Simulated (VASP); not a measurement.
Input of a VASP 6.6.1 run:

The input INCAR:

```
SYSTEM = HC6
PREC = Accurate ; ENCUT = 520
EDIFF = 1E-7 ; ISMEAR = 0
SIGMA = 0.1 ; LREAL = .False.
LASPH = .True. ; NELM = 100
ALGO = Normal ; ISIF = 2
LWAVE = .False. ; LCHARG = .True.
LDIPOL = .True. ; IDIPOL = 3
DIPOL = 0.5 0.5 0.311 ; GGA = PE
LELF = .True. ; LVHAR = .True.
LVACPOTAV = .True. ; NBANDS = 38
```

File KPOINTS:

```
regular mesh
0
Gamma
  6 3 1
  0 0 0
```

Contents of POSCAR:

```
HC6
1.0
    4.9326910638      0.0000000000      0.0000000000
    0.0000000000      8.5222964205      0.0000000000
    0.0000000000      0.0000000000     22.9416055954
C H
12 2
Direct
    0.0000000000      0.0000000000      0.1743557130
    0.5000000000      0.0000000000      0.1743557130
    0.2500000000      0.0000000000      0.2053898368
    0.7500000000      0.0000000000      0.2053898368
    0.2500000000      0.0000000000      0.2674580844
    0.7500000000      0.0000000000      0.2674580844
    0.0000000000      0.0000000000      0.2977124344
    0.5000000000      0.0000000000      0.2977124344
    0.0000000000      0.0000000000      0.3626190265
    0.5000000000      0.0000000000      0.3626190265
    0.2500000000      0.0000000000      0.3897550046
    0.7500000000      0.0000000000      0.3897550046
    0.1739765890      0.0000000000      0.4791123075
    0.3260234110      0.0000000000      0.4791123075
```

Potentials or basis: VASP PAW PBE potentials, release 64 (C, H).

Launch:

```sh
$ cat potpaw_PBE.64/C/POTCAR potpaw_PBE.64/H/POTCAR > POTCAR
$ mpirun -np 1 vasp_std > vasp.out
```

Task: What does it give for the largest force?

Result: 3.157 eV/Å.

Task: Estimate the band gap on the k mesh.

Result: 0.05 eV.

Forces in eV/Å, atoms in the order of the input:
```
C   -0.113  0.000  1.536
C    0.113  0.000  1.536
C    0.000  0.000 -3.157
C    0.000  0.000 -2.968
C    0.000  0.000  1.313
C    0.000  0.000  1.476
C    0.198  0.000  0.141
C   -0.198  0.000  0.141
C   -0.119  0.000 -0.101
C    0.119  0.000 -0.101
C    0.000  0.000 -1.366
C    0.000  0.000  1.150
H   -0.575  0.000  0.201
H    0.575  0.000  0.201
```
